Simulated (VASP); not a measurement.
Write the native input for VASP 6.6.1 that does the following.

```
Task                   : single point
Functional             : PBEsol
Potentials or basis    : VASP PAW PBE potentials, release 64 (Sb)
Cutoff                 : 520 eV
k mesh                 : 10 × 10 × 10
Occupations            : gaussian, width 0.1 eV
Spin                   : no spin polarisation
Dipole correction      : no
Further INCAR settings : ALGO = Normal; EDIFF = 1e-06; NBANDS = 8
```

The structure of Sb lies in POSCAR:

```
Sb
1.0
   -1.8682937338      1.8682937338      1.8682937338
    1.8682937338     -1.8682937338      1.8682937338
    1.8682937338      1.8682937338     -1.8682937338
Sb
1
Direct
    0.0000000000      0.0000000000      0.0000000000
```

These files were run (other wordings do the same):

INCAR

```
SYSTEM = Sb
PREC     = Accurate       ! precision mode
ENCUT    = 520            ! plane-wave cutoff, eV
EDIFF    = 1E-6           ! SCF threshold, eV
ISMEAR   = 0              ! smearing method
SIGMA    = 0.1            ! smearing width, eV
LREAL    = .FALSE.        ! projectors in reciprocal space
LASPH    = .TRUE.         ! aspherical terms in the spheres
NELM     = 60             ! most SCF steps
ALGO     = Normal         ! electronic algorithm
ISIF     = 2              ! what is computed and relaxed
LWAVE    = .FALSE.        ! write WAVECAR
LCHARG   = .FALSE.        ! write CHGCAR
GGA      = PS             ! functional
NBANDS   = 8              ! bands
```

KPOINTS

```
Automatic mesh
0
G
  10 10 10
  0 0 0
```

Potentials or basis: VASP PAW PBE potentials, release 64 (Sb).

Command:

```sh
$ cat potpaw_PBE.64/Sb/POTCAR > POTCAR
$ mpirun -np 1 vasp_std > vasp.out
```

Results of the run:

| Item | Value |
| --- | --- |
| Pressure | 0.3 GPa |

Caveat: the PAW data sets were made with another functional, which shifts forces and pressure a little.

Wall time 5 s on 1 thread of AMD EPYC 7R13 Processor (Zen 3) (shared host), peak memory 0.11 GiB.
